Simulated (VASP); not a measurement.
Input of a VASP 6.6.1 run:

Contents of INCAR:

```
SYSTEM = Ag3Os
PREC     = Accurate       ! precision mode
ENCUT    = 520            ! plane-wave cutoff, eV
EDIFF    = 1E-7           ! SCF threshold, eV
ISMEAR   = 0              ! smearing method
SIGMA    = 0.1            ! smearing width, eV
LREAL    = .False.        ! projectors in reciprocal space
LASPH    = .True.         ! aspherical terms in the spheres
NELM     = 150            ! most SCF steps
ALGO     = Fast           ! electronic algorithm
ISIF     = 2              ! what is computed and relaxed
LWAVE    = .False.        ! write WAVECAR
LCHARG   = .False.        ! write CHGCAR
ISPIN    = 2              ! spin polarisation
MAGMOM   = 0 0 0 1        ! initial moments
LORBIT   = 11             ! projections on sites
LMAXMIX  = 4              ! l up to which the mixer works
GGA      = PE             ! functional
NBANDS   = 32             ! bands
```

File KPOINTS:

```
Automatic mesh
0
Gamma
  6 6 2
  0 0 0
```

The input POSCAR:

```
Ag3Os
1.0
    2.7383829169      0.0000000000      0.0000000000
    0.0000000000      2.7383829169      0.0000000000
    0.0000000000      0.0000000000      8.9105151218
Ag Os
3 1
Direct
    0.0000000000      0.0000000000      0.7439556302
    0.0000000000      0.0000000000      0.2560443698
    0.5000000000      0.5000000000      0.0000000000
    0.5000000000      0.5000000000      0.5000000000
```

Potentials or basis: VASP PAW PBE potentials, release 64 (Ag, Os).

Run with:

```console
$ cat potpaw_PBE.64/Ag/POTCAR potpaw_PBE.64/Os/POTCAR > POTCAR
$ mpirun -np 1 vasp_std > vasp.out
```

Q: Predict the largest force.

A: 0.003 eV/Å.

Q: Predict the net moment.

A: 1.00 μB per cell.

Q: Predict the site moments.

A: Ag +0.02, +0.01 (each value once); Os +0.90 μB.

Forces in eV/Å, atoms in the order of the input:
```
Ag   0.000  0.000  0.003
Ag   0.000  0.000 -0.003
Ag   0.000  0.000  0.000
Os   0.000  0.000  0.000
```

Caveat: the k points lie up to 0.38 Å⁻¹ apart, too coarse for converged energies and pressures of a metal.
